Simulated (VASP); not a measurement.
# WS2 in VASP: further runs

Runs on WS2. Level: PBEsol. Tasks: single point.

All numbers are computed with VASP 6.6.1; they aren't measurements. Logs are shortened: lines on timing, memory, paths and dates and some standing lists are left out, and cuts for length are marked.

**1. The cell of the first run**

The cell holds a slab with vacuum, 6 atoms: a = 3.062 Å, b = 3.062 Å, c = 25.880 Å, α = 90.00°, β = 90.00°, γ = 120.00°.

**2. Single point, PBEsol (35.02 Å³/atom)**

Input file INCAR:

```
ALGO = Normal
EDIFF = 1E-6
ENCUT = 520
GGA = PS
ISIF = 2
ISMEAR = 0
LASPH = True
LCHARG = True
LELF = True
LREAL = False
LVHAR = True
LWAVE = False
NBANDS = 35
NELM = 80
PREC = Accurate
SIGMA = 0.05
```

Input file KPOINTS:

```
k-points
0
Gamma
  12 12 2
```

Input file POSCAR:

```
WS2
1.0
    3.0619029378      0.0000000000      0.0000000000
   -1.5309514689      2.6516857281      0.0000000000
    0.0000000000      0.0000000000     25.8801222012
W S
2 4
Direct
    0.3333333333      0.6666666667      0.6345659624
    0.6666666667      0.3333333333      0.3654340376
    0.3333333333      0.6666666667      0.2989660749
    0.6666666667      0.3333333333      0.5680485953
    0.3333333333      0.6666666667      0.4319514047
    0.6666666667      0.3333333333      0.7010339251
```

Potentials or basis: VASP PAW PBE potentials, release 64 (W_sv, S).

Started as:

```sh
$ cat potpaw_PBE.64/W_sv/POTCAR potpaw_PBE.64/S/POTCAR > POTCAR
$ mpirun -np 1 vasp_std > vasp.out
```

OUTCAR:

```text
EDIFF = 1E-6
   ENCUT = 520
   GGA = PS
   ISIF = 2
   ISMEAR = 0
   LASPH = True
   LREAL = False
   NELM = 80
   PREC = Accurate

 ion  position               nearest neighbor table
   1  0.333  0.667  0.635-   6 2.47   6 2.47   6 2.47   4 2.47   4 2.47   4 2.47
   2  0.667  0.333  0.365-   3 2.47   3 2.47   3 2.47   5 2.47   5 2.47   5 2.47
   3  0.333  0.667  0.299-   2 2.47   2 2.47   2 2.47
   4  0.667  0.333  0.568-   1 2.47   1 2.47   1 2.47
   5  0.333  0.667  0.432-   2 2.47   2 2.47   2 2.47
   6  0.667  0.333  0.701-   1 2.47   1 2.47   1 2.47

  LATTYP: Found a hexagonal cell.
 ALAT       =     3.0619029378
 C/A-ratio  =     8.4523000000

  Lattice vectors:

 A1 = (   3.0619029378,   0.0000000000,   0.0000000000)
 A2 = (  -1.5309514689,   2.6516857281,   0.0000000000)
 A3 = (   0.0000000000,   0.0000000000,  25.8801222012)

Analysis of symmetry for initial positions (statically):
=====================================================================
 Subroutine PRICEL returns:
 Original cell was already a primitive cell.

 Routine SETGRP: Setting up the symmetry group for a
 hexagonal supercell.

 Subroutine GETGRP returns: Found 12 space group operations
 (whereof 12 operations were pure point group operations)
 out of a pool of 24 trial point group operations.

The static configuration has the point symmetry D_3d.

Analysis of symmetry for dynamics (positions and initial velocities):
=====================================================================
 Subroutine PRICEL returns:
 Original cell was already a primitive cell.

 Routine SETGRP: Setting up the symmetry group for a
 hexagonal supercell.

 Subroutine GETGRP returns: Found 12 space group operations
 (whereof 12 operations were pure point group operations)
 out of a pool of 24 trial point group operations.

The dynamic configuration has the point symmetry D_3d.

 Subroutine INISYM returns: Found 12 space group operations
 (whereof 12 operations are pure point group operations),
 and found     1 'primitive' translations

----------------------------------------------------------------------------------------

                                     Primitive cell

  volume of cell :     210.1260

  direct lattice vectors                    reciprocal lattice vectors
     3.061902938  0.000000000  0.000000000     0.326594285  0.188559298  0.000000000
    -1.530951469  2.651685728  0.000000000     0.000000000  0.377118596  0.000000000
     0.000000000  0.000000000 25.880122201     0.000000000  0.000000000  0.038639694

  length of vectors
     3.061902938  3.061902938 25.880122201     0.377118596  0.377118596  0.038639694

  position of ions in fractional coordinates (direct lattice)
     0.333333333  0.666666667  0.634565962
     0.666666667  0.333333333  0.365434038
     0.333333333  0.666666667  0.298966075
     0.666666667  0.333333333  0.568048595
     0.333333333  0.666666667  0.431951405
     0.666666667  0.333333333  0.701033925

  ion indices of the primitive-cell ions
   primitive index   ion index
                 1           1
                 2           2
                 3           3
                 4           4
                 5           5
                 6           6

----------------------------------------------------------------------------------------

 KPOINTS: k-points

Automatic generation of k-mesh.
 Grid dimensions read from file:
 generate k-points for:   12   12    2

 Generating k-lattice:

  Cartesian coordinates                     Fractional coordinates (reciprocal lattice)
     0.027216190  0.015713275  0.000000000     0.083333333 -0.000000000  0.000000000
     0.000000000  0.031426550  0.000000000     0.000000000  0.083333333  0.000000000
     0.000000000  0.000000000  0.019319847     0.000000000  0.000000000  0.500000000

  Length of vectors
     0.031426550  0.031426550  0.019319847

  Shift w.r.t. Gamma in fractional coordinates (k-lattice)
     0.000000000  0.000000000  0.000000000

 Subroutine IBZKPT returns following result:
 ===========================================

 Found     38 irreducible k-points:

 Following reciprocal coordinates:
            Coordinates               Weight
  0.000000  0.000000  0.000000      1.000000
  0.083333  0.000000  0.000000      6.000000
  0.166667  0.000000  0.000000      6.000000
  0.250000  0.000000  0.000000      6.000000
  0.333333  0.000000  0.000000      6.000000
  0.416667  0.000000  0.000000      6.000000
[... 16 lines left out ...]
  0.250000  0.000000  0.500000      6.000000
  0.333333  0.000000  0.500000      6.000000
 [... further k-points ...]
   k-points           NKPTS =     38   k-points in BZ     NKDIM =     38   number of bands    NBANDS=     35
   number of dos      NEDOS =    301   number of ions     NIONS =      6
   total plane-waves  NPLWV = 110592
   dimension x,y,z NGX =    24 NGY =   24 NGZ =  192
   dimension x,y,z NGXF=    48 NGYF=   48 NGZF=  384
   ions per type =               2   4
   NGX,Y,Z   is equivalent  to a cutoff of  13.03, 13.03, 12.33 a.u.
   NGXF,Y,Z  is equivalent  to a cutoff of  26.06, 26.06, 24.67 a.u.
 SYSTEM =  unknown system
   PREC   = accura    normal or accurate (medium, high low for compatibility)
   ISTART =      0    job   : 0-new  1-cont  2-samecut
   ICHARG =      2    charge: 1-file 2-atom 10-const
   ISPIN  =      1    spin polarized calculation?
   LNONCOLLINEAR =      F non collinear calculations
   LSORBIT =      F    spin-orbit coupling
   LASPH  =      T    aspherical Exc in radial PAW
   ENCUT  =  520.0 eV  38.22 Ry    6.18 a.u.   5.69  5.69 48.12*2*pi/ulx,y,z
   NELM   =     80;   NELMIN=  2; NELMDL= -5     # of ELM steps
   EDIFF  = 0.1E-05   stopping-criterion for ELM
   LREAL  =      F    real-space projection
   EDIFFG = 0.1E-04   stopping-criterion for IOM
   NSW    =      0    number of steps for IOM
   IBRION =     -1    ionic relax: 0-MD 1-quasi-New 2-CG
   NFREE  =      0    steps in history (QN), initial steepest desc. (CG)
   ISIF   =      2    stress and relaxation
   ISYM   =      2    0-nonsym 1-usesym 2-fastsym
   POTIM  = 0.5000    time-step for ionic-motion
   TEBEG  =    0.0;   TEEND  =   0.0 temperature during run
   PSTRESS=    0.0 pullay stress
   NELECT =      52.0000    total number of electrons
   NUPDOWN=      -1.0000    fix difference up-down
   EMIN   =  10.00;   EMAX   =-10.00  energy-range for DOS
   EFERMI =   0.00;   METHOD = LEGACY
   ISMEAR =     0;   SIGMA  =   0.05  broadening in eV -4-tet -1-fermi 0-gaus
   EFERMI_NEDOS =   21; number of points for ismear=-14 and -15
   IALGO  =     38    algorithm
   IMIX   =      4    mixing-type and parameters
     AMIX     =   0.40;   BMIX     =  1.00
     AMIX_MAG =   1.60;   BMIX_MAG =  1.00
  volume/ion in A,a.u.               =      35.02       236.33
  Fermi-wavevector in a.u.,A,eV,Ry     =   1.027818  1.942293 14.373315  1.056409
  Thomas-Fermi vector in A             =   2.161782
   LORBIT       =      0    0 simple, 1 ext, 2 COOP (PROOUT), +10 PAW based schemes
   GGA     = PS    functional components
   LHFCALC =     F    Hartree Fock is set to
   AEXX    =    0.0000 exact exchange contribution
   IVDW    =     0    specifies the selected vdW correction
   LEPSILON=     F    determine dielectric tensor
   LRPA    =     F    only Hartree local field effects (RPA)
 non-spin polarized calculation
 Gauss-broadening in eV      SIGMA  =   0.05
  energy-cutoff  :      520.00
  volume of cell :      210.13
 maximum number of plane-waves:      5682
 NGX is ok and might be reduce to    24
   NGX = 11   NGY = 11   NGZ = 97

 number of electron      52.0000005 magnetization

 Free energy of the ion-electron system (eV)
  ---------------------------------------------------
  ext. energy  EPLUGINS =         0.00000000
  ---------------------------------------------------
  free energy    TOTEN  =       -49.81742988 eV

  energy without entropy =      -49.81742988  energy(sigma->0) =      -49.81742988

 E-fermi :   1.1898     XC(G=0):  -6.0553

 val. band max:        0.7411449839   @ k =   0.3333   0.3333   0.0000
 cond. band min:       1.9474269342   @ k =   0.1667   0.1667   0.0000
 fundamental gap:      1.2062819502
 Fermi energy:         1.1897889245

 k-point     1 :       0.0000    0.0000    0.0000
  band No.  band energies     occupation
      1     -73.2530      2.00000
      2     -73.2529      2.00000
      3     -37.5368      2.00000
      4     -37.5368      2.00000
      5     -37.2153      2.00000
      6     -37.2153      2.00000
[... 27 lines left out ...]
     34       3.8743      0.00000
     35       5.7414      0.00000

 k-point     2 :       0.0833    0.0000    0.0000
  band No.  band energies     occupation
      1     -73.2511      2.00000
      2     -73.2511      2.00000
      3     -37.5312      2.00000
      4     -37.5312      2.00000
      5     -37.2476      2.00000
      6     -37.2476      2.00000
[... 27 lines left out ...]
     34       4.0666      0.00000
     35       5.9335      0.00000

 k-point     3 :       0.1667    0.0000    0.0000
  band No.  band energies     occupation
      1     -73.2459      2.00000
      2     -73.2459      2.00000
      3     -37.5159      2.00000
      4     -37.5159      2.00000
      5     -37.3349      2.00000
      6     -37.3349      2.00000
[... 27 lines left out ...]
     34       4.4650      0.00000
     35       6.3839      0.00000
[... 723 lines left out ...]
 k-point    23 :       0.2500    0.0000    0.5000
  band No.  band energies     occupation
      1     -73.2389      2.00000
      2     -73.2389      2.00000
      3     -37.4950      2.00000
      4     -37.4950      2.00000
      5     -37.4523      2.00000
      6     -37.4523      2.00000
[... 27 lines left out ...]
     34       4.8126      0.00000
     35       7.0072      0.00000

 k-point    24 :       0.3333    0.0000    0.5000
  band No.  band energies     occupation
      1     -73.2319      2.00000
      2     -73.2319      2.00000
      3     -37.5677      2.00000
      4     -37.5677      2.00000
      5     -37.4741      2.00000
      6     -37.4741      2.00000
[... 27 lines left out ...]
     34       5.0128      0.00000
     35       6.9545      0.00000

 [... further k-points ...]

------------------------ aborting loop because EDIFF is reached ----------------------------------------

  FORCE on cell =-STRESS in cart. coord.  units (eV):
  Direction    XX          YY          ZZ          XY          YZ          ZX
  --------------------------------------------------------------------------------------
  -------------------------------------------------------------------------------------
  Total        0.7412798      0.7412798    -14.8974922      0.0000000      0.0000000      0.0000000
  in kB        5.6521406      5.6521406   -113.5910088      0.0000000      0.0000000      0.0000000
  external PRESSURE =     -34.0955758 kB  Pullay stress =       0.0000000 kB

 VOLUME and BASIS-vectors are now :
 -----------------------------------------------------------------------------
  energy-cutoff  :      520.00
  volume of cell :      210.13
      direct lattice vectors                 reciprocal lattice vectors
     3.061902938  0.000000000  0.000000000     0.326594285  0.188559298  0.000000000
    -1.530951469  2.651685728  0.000000000     0.000000000  0.377118596  0.000000000
     0.000000000  0.000000000 25.880122201     0.000000000  0.000000000  0.038639694

 POSITION                                       TOTAL-FORCE (eV/Angst)
 -----------------------------------------------------------------------------------
     -0.00000      1.76779     16.42264        -0.000000      0.000000     -0.005948
      1.53095      0.88390      9.45748         0.000000     -0.000000      0.005948
     -0.00000      1.76779      7.73728        -0.000000      0.000000      2.138867
      1.53095      0.88390     14.70117        -0.000000      0.000000      2.116421
     -0.00000      1.76779     11.17896         0.000000     -0.000000     -2.116421
      1.53095      0.88390     18.14284        -0.000000     -0.000000     -2.138867
 -----------------------------------------------------------------------------------
    total drift:                               -0.000000     -0.000000      0.000000

  FREE ENERGIE OF THE ION-ELECTRON SYSTEM (eV)
  ---------------------------------------------------
  free  energy   TOTEN  =       -49.8174298817 eV

  energy  without entropy=      -49.8174298817  energy(sigma->0) =      -49.81742988
```

Wall time 7.1 min (1 thread of Intel Xeon Platinum 8488C (Sapphire Rapids), shared host); peak memory 0.45 GiB.

What came out:

* Free energy: -49.8174 eV
* Largest force: 2.139 eV/Å
* Band gap on the k mesh: 1.21 eV (least direct gap 1.98 eV)

Forces in eV/Å, atoms in the order of the input:
```
W    0.000  0.000 -0.006
W    0.000  0.000  0.006
S    0.000  0.000  2.139
S    0.000  0.000  2.116
S    0.000  0.000 -2.116
S    0.000  0.000 -2.139
```

Levels at points of the mesh, in eV from the valence-band top:
```
           k point  band 23  band 24  band 25  band 26  band 27  band 28  band 29  band 30
(0.00, 0.00, 0.00)    -0.77    -0.76    -0.76    -0.73     2.89     2.89     2.92     2.92
(0.50, 0.00, 0.00)    -1.15    -1.15    -0.67    -0.63     3.01     3.18     3.50     3.51
(0.00, 0.00, 0.50)    -0.77    -0.76    -0.76    -0.73     2.89     2.89     2.92     2.92
(0.50, 0.00, 0.50)    -1.15    -1.15    -0.67    -0.63     3.01     3.18     3.50     3.51
```

Caveat: there is no dipole correction, which matters where the two faces differ; the PAW data sets were made with another functional, which shifts forces and pressure a little; spin-orbit coupling is left out, which moves the levels of the heavy elements.

(Part 1 of 2 ends here.)
